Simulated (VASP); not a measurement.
# Sm3Ta (P6_3/mmc) in VASP: single point with PBE

Aim: the single point of Sm3Ta with PBE.

Everything below comes from runs of VASP 6.6.1. Logs are shortened: lines on timing, memory, paths and dates and some standing lists are left out, and cuts for length are marked.

**1. The cell of the first run**

The structure is hexagonal, space group P6_3/mmc (No. 194). Conventional cell: a = 6.922 Å, b = 6.922 Å, c = 5.463 Å, α = 90.00°, β = 90.00°, γ = 120.00°. Within 4.3 Å of Sm (site symmetry mm2) lie 8 Sm at 3.30 to 3.62 Å and 4 Ta at 3.33 to 3.46 Å. Within 4.4 Å of Ta (site symmetry -6m2) lie 12 Sm at 3.33 to 3.46 Å.

The cell was generated, and may not be a known phase.

**2. Single point, PBE**

INCAR

```
ALGO     = Normal         # electronic algorithm
EDIFF    = 1E-6           # SCF threshold, eV
ENCUT    = 500            # plane-wave cutoff, eV
GGA      = PE             # functional
GGA_COMPAT= False        
ISIF     = 2              # what is computed and relaxed
ISMEAR   = 0              # smearing method
LASPH    = True           # aspherical terms in the spheres
LCHARG   = False          # write CHGCAR
LMAXMIX  = 6              # l up to which the mixer works
LREAL    = False          # projectors in reciprocal space
LWAVE    = False          # write WAVECAR
NBANDS   = 54             # bands
NELM     = 200            # most SCF steps
PREC     = Accurate       # precision mode
SIGMA    = 0.1            # smearing width, eV
```

KPOINTS

```
k-points
0
Gamma
  6 6 6
```

POSCAR

```
Sm3Ta
1.0
    6.9218714944      0.0000000000      0.0000000000
   -3.4609357472      5.9945165559      0.0000000000
    0.0000000000      0.0000000000      5.4631474620
Sm Ta
6 2
Direct
    0.3485772043      0.1742886022      0.7500000000
    0.8257113978      0.1742886022      0.7500000000
    0.8257113978      0.6514227957      0.7500000000
    0.6514227957      0.8257113978      0.2500000000
    0.1742886022      0.8257113978      0.2500000000
    0.1742886022      0.3485772043      0.2500000000
    0.6666666667      0.3333333333      0.2500000000
    0.3333333333      0.6666666667      0.7500000000
```

Potentials or basis: VASP PAW PBE potentials, release 64 (Sm_3, Ta_pv), 4f in core.

Run with:

```sh
> cat potpaw_PBE.64/Sm_3/POTCAR potpaw_PBE.64/Ta_pv/POTCAR > POTCAR
> mpirun -np 1 vasp_std > vasp.out
```

OUTCAR:

```text
EDIFF = 1E-6
   ENCUT = 500
   GGA = PE
   ISIF = 2
   ISMEAR = 0
   LASPH = True
   LREAL = False
   NELM = 200
   PREC = Accurate

 ion  position               nearest neighbor table
   1  0.349  0.174  0.750-   2 3.30   3 3.30   7 3.33   7 3.33   6 3.44   6 3.44   5 3.44   5 3.44
                             8 3.46   8 3.46   2 3.62   3 3.62
   2  0.826  0.174  0.750-   1 3.30   3 3.30   7 3.33   7 3.33   6 3.44   6 3.44   4 3.44   4 3.44
                             8 3.46   8 3.46   1 3.62   3 3.62
   3  0.826  0.651  0.750-   1 3.30   2 3.30   7 3.33   7 3.33   4 3.44   4 3.44   5 3.44   5 3.44
                             8 3.46   8 3.46   2 3.62   1 3.62
   4  0.651  0.826  0.250-   5 3.30   6 3.30   8 3.33   8 3.33   3 3.44   3 3.44   2 3.44   2 3.44
                             7 3.46   7 3.46   5 3.62   6 3.62
   5  0.174  0.826  0.250-   4 3.30   6 3.30   8 3.33   8 3.33   3 3.44   3 3.44   1 3.44   1 3.44
                             7 3.46   7 3.46   4 3.62   6 3.62
   6  0.174  0.349  0.250-   4 3.30   5 3.30   8 3.33   8 3.33   1 3.44   1 3.44   2 3.44   2 3.44
                             7 3.46   7 3.46   5 3.62   4 3.62
   7  0.667  0.333  0.250-   2 3.33   2 3.33   1 3.33   1 3.33   3 3.33   3 3.33   6 3.46   6 3.46
                             5 3.46   4 3.46   4 3.46   5 3.46
   8  0.333  0.667  0.750-   5 3.33   5 3.33   4 3.33   4 3.33   6 3.33   6 3.33   3 3.46   3 3.46
                             2 3.46   1 3.46   1 3.46   2 3.46

  LATTYP: Found a hexagonal cell.
 ALAT       =     6.9218714944
 C/A-ratio  =     0.7892587238

  Lattice vectors:

 A1 = (   6.9218714944,   0.0000000000,   0.0000000000)
 A2 = (  -3.4609357472,   5.9945165559,   0.0000000000)
 A3 = (   0.0000000000,   0.0000000000,   5.4631474620)

Analysis of symmetry for initial positions (statically):
=====================================================================
 Subroutine PRICEL returns:
 Original cell was already a primitive cell.

 Routine SETGRP: Setting up the symmetry group for a
 hexagonal supercell.

 Subroutine GETGRP returns: Found 24 space group operations
 (whereof 12 operations were pure point group operations)
 out of a pool of 24 trial point group operations.

The static configuration has the point symmetry D_3d.
 The point group associated with its full space group is D_6h.

Analysis of symmetry for dynamics (positions and initial velocities):
=====================================================================
 Subroutine PRICEL returns:
 Original cell was already a primitive cell.

 Routine SETGRP: Setting up the symmetry group for a
 hexagonal supercell.

 Subroutine GETGRP returns: Found 24 space group operations
 (whereof 12 operations were pure point group operations)
 out of a pool of 24 trial point group operations.

The dynamic configuration has the point symmetry D_3d.
 The point group associated with its full space group is D_6h.

 Subroutine INISYM returns: Found 24 space group operations
 (whereof 12 operations are pure point group operations),
 and found     1 'primitive' translations

----------------------------------------------------------------------------------------

                                     Primitive cell

  volume of cell :     226.6839

  direct lattice vectors                    reciprocal lattice vectors
     6.921871494  0.000000000  0.000000000     0.144469599  0.083409562  0.000000000
    -3.460935747  5.994516556  0.000000000     0.000000000  0.166819124  0.000000000
     0.000000000  0.000000000  5.463147462     0.000000000  0.000000000  0.183044666

  length of vectors
     6.921871494  6.921871494  5.463147462     0.166819124  0.166819124  0.183044666

  position of ions in fractional coordinates (direct lattice)
     0.348577204  0.174288602  0.750000000
     0.825711398  0.174288602  0.750000000
     0.825711398  0.651422796  0.750000000
     0.651422796  0.825711398  0.250000000
     0.174288602  0.825711398  0.250000000
     0.174288602  0.348577204  0.250000000
     0.666666667  0.333333333  0.250000000
     0.333333333  0.666666667  0.750000000

  ion indices of the primitive-cell ions
   primitive index   ion index
                 1           1
                 2           2
                 3           3
                 4           4
                 5           5
                 6           6
                 7           7
                 8           8

----------------------------------------------------------------------------------------

 KPOINTS: k-points

Automatic generation of k-mesh.
 Grid dimensions read from file:
 generate k-points for:    6    6    6

 Generating k-lattice:

  Cartesian coordinates                     Fractional coordinates (reciprocal lattice)
     0.024078267  0.013901594  0.000000000     0.166666667  0.000000000  0.000000000
     0.000000000  0.027803187  0.000000000     0.000000000  0.166666667  0.000000000
     0.000000000  0.000000000  0.030507444     0.000000000  0.000000000  0.166666667

  Length of vectors
     0.027803187  0.027803187  0.030507444

  Shift w.r.t. Gamma in fractional coordinates (k-lattice)
     0.000000000  0.000000000  0.000000000

 Subroutine IBZKPT returns following result:
 ===========================================

 Found     28 irreducible k-points:

 Following reciprocal coordinates:
            Coordinates               Weight
  0.000000  0.000000  0.000000      1.000000
  0.166667  0.000000  0.000000      6.000000
  0.333333  0.000000  0.000000      6.000000
  0.500000  0.000000  0.000000      3.000000
  0.166667  0.166667  0.000000      6.000000
  0.333333  0.166667  0.000000     12.000000
[... 16 lines left out ...]
  0.166667  0.000000  0.500000      6.000000
  0.333333  0.000000  0.500000      6.000000
 [... further k-points ...]
   k-points           NKPTS =     28   k-points in BZ     NKDIM =     28   number of bands    NBANDS=     54
   number of dos      NEDOS =    301   number of ions     NIONS =      8
   total plane-waves  NPLWV = 100000
   dimension x,y,z NGX =    50 NGY =   50 NGZ =   40
   dimension x,y,z NGXF=   100 NGYF=  100 NGZF=   80
   ions per type =               6   2
   NGX,Y,Z   is equivalent  to a cutoff of  12.01, 12.01, 12.17 a.u.
   NGXF,Y,Z  is equivalent  to a cutoff of  24.02, 24.02, 24.34 a.u.
 SYSTEM =  unknown system
   PREC   = accura    normal or accurate (medium, high low for compatibility)
   ISTART =      0    job   : 0-new  1-cont  2-samecut
   ICHARG =      2    charge: 1-file 2-atom 10-const
   ISPIN  =      1    spin polarized calculation?
   LNONCOLLINEAR =      F non collinear calculations
   LSORBIT =      F    spin-orbit coupling
   LASPH  =      T    aspherical Exc in radial PAW
   ENCUT  =  500.0 eV  36.75 Ry    6.06 a.u.  12.62 12.62  9.96*2*pi/ulx,y,z
   NELM   =    200;   NELMIN=  2; NELMDL= -5     # of ELM steps
   EDIFF  = 0.1E-05   stopping-criterion for ELM
   LREAL  =      F    real-space projection
   EDIFFG = 0.1E-04   stopping-criterion for IOM
   NSW    =      0    number of steps for IOM
   IBRION =     -1    ionic relax: 0-MD 1-quasi-New 2-CG
   NFREE  =      0    steps in history (QN), initial steepest desc. (CG)
   ISIF   =      2    stress and relaxation
   ISYM   =      2    0-nonsym 1-usesym 2-fastsym
   POTIM  = 0.5000    time-step for ionic-motion
   TEBEG  =    0.0;   TEEND  =   0.0 temperature during run
   PSTRESS=    0.0 pullay stress
   NELECT =      88.0000    total number of electrons
   NUPDOWN=      -1.0000    fix difference up-down
   EMIN   =  10.00;   EMAX   =-10.00  energy-range for DOS
   EFERMI =   0.00;   METHOD = LEGACY
   ISMEAR =     0;   SIGMA  =   0.10  broadening in eV -4-tet -1-fermi 0-gaus
   EFERMI_NEDOS =   21; number of points for ismear=-14 and -15
   IALGO  =     38    algorithm
   IMIX   =      4    mixing-type and parameters
     AMIX     =   0.40;   BMIX     =  1.00
     AMIX_MAG =   1.60;   BMIX_MAG =  1.00
  volume/ion in A,a.u.               =      28.34       191.22
  Fermi-wavevector in a.u.,A,eV,Ry     =   1.194251  2.256807 19.405103  1.426235
  Thomas-Fermi vector in A             =   2.330245
   LORBIT       =      0    0 simple, 1 ext, 2 COOP (PROOUT), +10 PAW based schemes
   GGA     = PE    functional components
   LHFCALC =     F    Hartree Fock is set to
   AEXX    =    0.0000 exact exchange contribution
   IVDW    =     0    specifies the selected vdW correction
   LEPSILON=     F    determine dielectric tensor
   LRPA    =     F    only Hartree local field effects (RPA)
 non-spin polarized calculation
 Gauss-broadening in eV      SIGMA  =   0.10
  energy-cutoff  :      500.00
  volume of cell :      226.68
 maximum number of plane-waves:      5784
   NGX = 25   NGY = 25   NGZ = 19

 number of electron      88.0000003 magnetization

 Free energy of the ion-electron system (eV)
  ---------------------------------------------------
  ext. energy  EPLUGINS =         0.00000000
  ---------------------------------------------------
  free energy    TOTEN  =       -48.55573981 eV

  energy without entropy =      -48.48398047  energy(sigma->0) =      -48.51986014

 E-fermi :   3.5802     XC(G=0): -10.4811

 val. band max:        3.5618457855   @ k =   0.3333   0.1667   0.1667
 cond. band min:       3.5804724893   @ k =   0.3333   0.1667   0.1667
 fundamental gap:      0.0186267038
 Fermi energy:         3.5801524191

 k-point     1 :       0.0000    0.0000    0.0000
  band No.  band energies     occupation
      1     -37.1240      2.00000
      2     -37.0047      2.00000
      3     -36.9983      2.00000
      4     -36.9983      2.00000
      5     -36.9405      2.00000
      6     -36.9405      2.00000
[... 46 lines left out ...]
     53       5.4470      0.00000
     54       5.5872      0.00000

 k-point     2 :       0.1667    0.0000    0.0000
  band No.  band energies     occupation
      1     -37.1168      2.00000
      2     -37.0114      2.00000
      3     -37.0003      2.00000
      4     -36.9986      2.00000
      5     -36.9403      2.00000
      6     -36.9393      2.00000
[... 46 lines left out ...]
     53       5.4757      0.00000
     54       5.5253      0.00000
[... 1195 lines left out ...]
     53       5.4576      0.00000
     54       5.4661      0.00000

 k-point    24 :       0.3333    0.0000    0.5000
  band No.  band energies     occupation
      1     -37.0514      2.00000
      2     -37.0514      2.00000
      3     -36.9838      2.00000
      4     -36.9838      2.00000
      5     -36.9693      2.00000
      6     -36.9693      2.00000
[... 46 lines left out ...]
     53       5.1125      0.00000
     54       5.1127      0.00000

 [... further k-points ...]
[... 5 lines left out ...]
  --------------------------------------------------------------------------------------
  -------------------------------------------------------------------------------------
  Total        0.4575073      0.4575073      0.4703047      0.0000000      0.0000000      0.0000000
  in kB        3.2336129      3.2336129      3.3240630      0.0000000      0.0000000      0.0000000
  external PRESSURE =       3.2637629 kB  Pullay stress =       0.0000000 kB

 VOLUME and BASIS-vectors are now :
 -----------------------------------------------------------------------------
  energy-cutoff  :      500.00
  volume of cell :      226.68
      direct lattice vectors                 reciprocal lattice vectors
     6.921871494  0.000000000  0.000000000     0.144469599  0.083409562  0.000000000
    -3.460935747  5.994516556  0.000000000     0.000000000  0.166819124  0.000000000
     0.000000000  0.000000000  5.463147462     0.000000000  0.000000000  0.183044666

 POSITION                                       TOTAL-FORCE (eV/Angst)
 -----------------------------------------------------------------------------------
      1.80960      1.04478      4.09736         0.004537      0.002620     -0.000000
      5.11227      1.04478      4.09736        -0.004537      0.002620      0.000000
      3.46094      3.90496      4.09736        -0.000000     -0.005239      0.000000
      1.65133      4.94974      1.36579        -0.004537     -0.002620      0.000000
     -1.65133      4.94974      1.36579         0.004537     -0.002620      0.000000
      0.00000      2.08955      1.36579        -0.000000      0.005239      0.000000
      3.46094      1.99817      1.36579        -0.000000     -0.000000     -0.000000
     -0.00000      3.99634      4.09736        -0.000000      0.000000     -0.000000
 -----------------------------------------------------------------------------------
    total drift:                               -0.000000      0.000000     -0.000000

  FREE ENERGIE OF THE ION-ELECTRON SYSTEM (eV)
  ---------------------------------------------------
  free  energy   TOTEN  =       -48.5557398129 eV

  energy  without entropy=      -48.4839804719  energy(sigma->0) =      -48.51986014
```

Wall time 5.2 min (1 thread of AMD EPYC 7R43 (Zen 3), shared host); peak memory 0.41 GiB.

What came out:

* Free energy: -48.5557 eV
* Pressure: 0.3 GPa
* Largest force: 0.005 eV/Å
* Band gap on the k mesh: zero (bands 44 and 45 overlap by 0.72 eV)

Forces in eV/Å, atoms in the order of the input:
```
Sm   0.005  0.003  0.000
Sm  -0.005  0.003  0.000
Sm   0.000 -0.005  0.000
Sm  -0.005 -0.003  0.000
Sm   0.005 -0.003  0.000
Sm   0.000  0.005  0.000
Ta   0.000  0.000  0.000
Ta   0.000  0.000  0.000
```

Levels at points of the mesh, in eV from the Fermi level:
```tsv
k point	band 40	band 41	band 42	band 43	band 44	band 45	band 46	band 47	band 48	band 49
(0.00, 0.00, 0.00)	-1.43	-1.43	0.43	0.43	0.45	0.54	0.54	0.94	1.13	1.13
(0.50, 0.00, 0.00)	-0.71	-0.66	-0.63	-0.50	0.03	0.05	0.16	0.36	0.49	0.93
(0.00, 0.00, 0.50)	-0.67	-0.45	-0.45	-0.45	-0.45	0.80	0.80	1.20	1.20	1.20
(0.50, 0.00, 0.50)	-0.41	-0.27	-0.27	-0.12	-0.12	0.04	0.04	0.59	0.59	0.65
```

Caveat: spin-orbit coupling is left out, which moves the levels of the heavy elements; the 4f electrons are frozen in the core, so they carry no moment and show no levels.
